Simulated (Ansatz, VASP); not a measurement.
# Two plane-wave programs on InSe2

```
In Se
1.0
     4.04289    0.00000    0.00000
     0.00000    4.04289    0.00000
     0.00000    0.00000   10.12184
In Se
2 4
Direct
  0.00000 0.50000 0.70359
  0.50000 0.00000 0.29641
  0.00000 0.50000 0.36579
  0.50000 0.00000 0.63421
  0.00000 0.00000 0.00000
  0.50000 0.50000 0.00000
```

Change from the starting cell: strain +0.040 along x and y, +0.040 along z, atoms carried along.

Alike in both runs: task single point; functional PBE; k mesh 12 × 12 × 6; occupations gaussian, width 0.15 eV; no spin polarisation.

|  | VASP | Ansatz |
| --- | --- | --- |
| version | VASP 6.6.1 | Ansatz 0.2.0 |
| potentials or method | VASP PAW PBE potentials, release 64 (In_d, Se), cutoff 520 eV | scalar-relativistic, plane waves, PAW |
| valence electrons in the cell | 50 | 90 |

Ansatz gave:

- gap on the k mesh at the Fermi level (eV): none
- pressure (GPa): -5.0
- traceless stress, the component that is largest in VASP (GPa): 2.78
- rms of the force components (eV/Å): 0.088

What did VASP give for the same quantities?

gap on the k mesh at the Fermi level (eV): none; pressure (GPa): -5.0; traceless stress, the component that is largest in VASP (GPa): 2.77; rms of the force components (eV/Å): 0.088.

Atom by atom the forces differ by 0.000 eV/Å (rms over components). A gap of «none» marks a metal or a gap that the smearing closes. The functional is the same, so the differences come from potentials, cutoffs and numerics. VASP's potentials hold 50 valence electrons a cell and Ansatz's 90, so a difference there can come from the potentials and not from the codes.
